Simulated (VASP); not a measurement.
Runs of VASP 6.6.1 on TaN. The structure is that of space group P6/mmm (No. 191), or close to it. The cells are those of the table. 

```tsv
task	level	cell	cutoff (eV)	gap on the mesh (eV)	pressure (GPa)	moment (μB)
single point	PBEsol	a = 5.245, b = 5.245, c = 2.915 Å, angles 90.0, 90.0, 120.0°, 6 atoms	520	none	-4.9	0.00
single point	RPBE+D4	a = 5.274, b = 5.274, c = 2.920 Å, angles 90.0, 90.0, 120.0°, 6 atoms	520	none	-4.7	0.00
single point	RPBE+D4	a = 5.229, b = 5.229, c = 2.912 Å, angles 90.0, 90.0, 120.0°, 6 atoms	520	none	0.8	0.00
single point	PBEsol+D3(BJ)	a = 5.242, b = 5.242, c = 2.914 Å, angles 90.0, 90.0, 120.0°, 6 atoms	520	none	(a)	0.00
relaxation of shape and atoms at fixed volume	RPBE+D4	relaxed from a = 5.250, b = 5.250, c = 2.939 Å, angles 90.0, 90.0, 120.0°, 6 atoms	600	none	-4.0	0.00
single point	RPBE+D4	a = 5.268, b = 5.268, c = 2.919 Å, angles 90.0, 90.0, 120.0°, 6 atoms	520	none	-4.0	0.00
single point	PBEsol	a = 5.289, b = 5.289, c = 2.922 Å, angles 90.0, 90.0, 120.0°, 6 atoms	520	none	-10.1	0.00
relaxation of shape and atoms at fixed volume	PBEsol+D3(BJ)	relaxed from a = 5.231, b = 5.231, c = 2.926 Å, angles 90.0, 90.0, 120.0°, 6 atoms	600	none	-10.6	0.00
relaxation of shape and atoms at fixed volume	RPBE+D4	relaxed from a = 5.264, b = 5.264, c = 2.931 Å, angles 90.0, 90.0, 120.0°, 6 atoms	600	none	-4.7	0.00
```

Alike in all rows: potentials or basis VASP PAW PBE potentials, release 64 (Ta_pv, N); spin collinear; k mesh 6 × 6 × 8; smearing gaussian 0.05 eV.

Problem. Estimate the missing entries.

Solution. (a) -10.5.

Caveats: the PAW data sets were made with another functional, which shifts forces and pressure a little; spin-orbit coupling is left out, which moves the levels of the heavy elements; the cell stands under tension (at least some runs).

A k mesh can miss the band edges, and the runs leave out spin-orbit coupling on Ta.

A gap of «none» marks levels without a gap at the run's occupations.
